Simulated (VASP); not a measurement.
Input of a VASP 6.6.1 run:

File INCAR:

```
PREC     = Accurate       # precision mode
ENCUT    = 520            # plane-wave cutoff, eV
EDIFF    = 1E-6           # SCF threshold, eV
ISMEAR   = 0              # smearing method
SIGMA    = 0.01           # smearing width, eV
LREAL    = F              # projectors in reciprocal space
LASPH    = T              # aspherical terms in the spheres
NELM     = 100            # most SCF steps
ALGO     = Normal         # electronic algorithm
ISIF     = 2              # what is computed and relaxed
LWAVE    = F              # write WAVECAR
LCHARG   = F              # write CHGCAR
GGA      = PE             # functional
NBANDS   = 32             # bands
```

Contents of KPOINTS:

```
Automatic mesh
0
Gamma
  6 6 6
```

Contents of POSCAR:

```
Bi2Te3
1.0
    2.1930000000      1.2661290000     10.1656670000
   -2.1930000000      1.2661290000     10.1656670000
    0.0000000000     -2.5322580000     10.1656670000
Bi Te
2 3
Direct
    0.4000000000      0.4000000000      0.4000000000
    0.6131634823      0.6131634823      0.5736730354
    0.0000000000      0.0000000000      0.0000000000
    0.2095000000      0.2095000000      0.2095000000
    0.7905000000      0.7905000000      0.7905000000
```

Potentials or basis: VASP PAW PBE potentials, release 64 (Bi_d, Te).

The run is started by

```console
$ cat potpaw_PBE.64/Bi_d/POTCAR potpaw_PBE.64/Te/POTCAR > POTCAR
$ mpirun -np 1 vasp_std > vasp.out
```

**Question.** What does it give for the band gap on the k mesh?

**Answer.** 0.29 eV.

**Question.** What does it give for the largest force?

**Answer.** 0.261 eV/Å.

Stress tensor (GPa, compression positive):
```
 2.09  0.00  0.00
 0.00  1.90 -0.20
 0.00 -0.20  1.84
```

Caveat: spin-orbit coupling is left out, which moves the levels of the heavy elements. A k mesh can miss the band edges.
